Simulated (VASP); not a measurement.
Runs of VASP 6.6.1 on Mg. The structure is that of space group Fm-3m (No. 225), or close to it. The cells are those of the table. 

| cell | gap on the mesh (eV) | pressure (GPa) |
| --- | --- | --- |
| a = 3.120 Å, angles 60.0°, 1 atom | none | 0.2 |
| a = 3.216 Å, angles 60.0°, 1 atom | none | -2.9 |
| a = 3.184 Å, angles 60.0°, 1 atom | none | (a) |
| a = 3.153 Å, angles 60.0°, 1 atom | none | (b) |
| a = 3.246 Å, angles 60.0°, 1 atom | none | -3.6 |

Alike in all rows: task single point; level LDA; potentials or basis VASP PAW LDA potentials, release 64 (Mg); no spin polarisation; k mesh 9 × 9 × 9; cutoff (eV) 520; smearing gaussian 0.1 eV.

Task: Estimate the missing entries.

Result: (a) -2.0; (b) -1.0.

A gap of «none» marks levels without a gap at the run's occupations.
